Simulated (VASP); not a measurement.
Input of a VASP 6.6.1 run:

File POSCAR:

```
Ge
1.0
    4.8778729210      0.0000000000      0.0000000000
   -2.4389364605      4.2243618660      0.0000000000
    0.0000000000      0.0000000000      2.7364414586
Ge
3
Direct
    1.0000000000      0.0000000000      0.0000000000
    0.3333333333      0.6666666667      0.5000000000
    0.6666666667      0.3333333333      0.5000000000
```

INCAR.step1

```
SYSTEM = Ge
PREC = Accurate
ENCUT = 520
ISMEAR = -1
SIGMA = 0.1
LREAL = .FALSE.
LASPH = .TRUE.
NELM = 100
NBANDS = 28
GGA = PE
ALGO = Normal
EDIFF = 1E-4
LWAVE = .TRUE.
LCHARG = .FALSE.
```

File INCAR.step2:

```
SYSTEM = Ge
PREC = Accurate
ENCUT = 520
EDIFF = 1E-6
ISMEAR = -1
SIGMA = 0.1
LREAL = .FALSE.
LASPH = .TRUE.
NELM = 100
ALGO = Normal
ISIF = 2
LWAVE = .FALSE.
LCHARG = .FALSE.
METAGGA = R2SCAN
LMIXTAU = .TRUE.
NBANDS = 28
ISTART = 1
```

File KPOINTS:

```
regular mesh
0
G
  8 8 11
  0 0 0
```

Potentials or basis: VASP PAW PBE potentials, release 64 (Ge_d).

Command:

```console
$ cat potpaw_PBE.64/Ge_d/POTCAR > POTCAR
$ cp INCAR.step1 INCAR
$ mpirun -np 1 vasp_std > vasp.out
$ cp INCAR.step2 INCAR
$ mpirun -np 1 vasp_std > vasp.out
```

Estimate the pressure.

-0.1 GPa.

Predict the band gap on the k mesh.

zero (bands 21 and 22 overlap by 5.15 eV).

Stress tensor (GPa, compression positive):
```
-0.10  0.00  0.00
 0.00 -0.10  0.00
 0.00  0.00 -0.18
```

Caveat: the PAW data sets were made with another functional, which shifts forces and pressure a little.
